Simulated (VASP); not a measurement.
A run of VASP 6.6.1 is set up as follows.

Contents of INCAR:

```
SYSTEM = Rh
PREC     = Accurate       ! precision mode
ENCUT    = 520            ! plane-wave cutoff, eV
EDIFF    = 1E-6           ! SCF threshold, eV
ISMEAR   = 0              ! smearing method
SIGMA    = 0.15           ! smearing width, eV
LREAL    = .False.        ! projectors in reciprocal space
LASPH    = .True.         ! aspherical terms in the spheres
NELM     = 100            ! most SCF steps
ALGO     = Fast           ! electronic algorithm
ISIF     = 2              ! what is computed and relaxed
LWAVE    = .False.        ! write WAVECAR
LCHARG   = .False.        ! write CHGCAR
GGA      = PE             ! functional
NBANDS   = 22             ! bands
```

KPOINTS

```
Automatic mesh
0
Gamma
  18 18 12
  0 0 0
```

POSCAR

```
Rh
1.0
    0.0000000000     -1.9015500000     -1.9015500000
    0.0000000000      1.9015500000     -1.9015500000
    3.8031000000      0.0000000000      0.0000000000
Rh
2
Direct
    0.5000000000      0.5000000000      0.4506981147
    0.0000000000      0.0000000000      0.0493018853
```

Potentials or basis: VASP PAW PBE potentials, release 64 (Rh_pv).

The run is started by

```sh
$ cat potpaw_PBE.64/Rh_pv/POTCAR > POTCAR
$ mpirun -np 1 vasp_std > vasp.out
```

(1) Predict the pressure.

(2) Estimate the band gap on the k mesh.

(3) What does it give for the largest force?

## Answers

(1) 27.3 GPa.

(2) zero (bands 15 and 16 overlap by 1.52 eV).

(3) 4.686 eV/Å.

Caveat: the cell differs from its parent crystal (atoms displaced along a vibrational mode); the cell stands under pressure; forces of over 1 eV/Å act on the atoms, so gaps and moduli don't describe the material at rest.
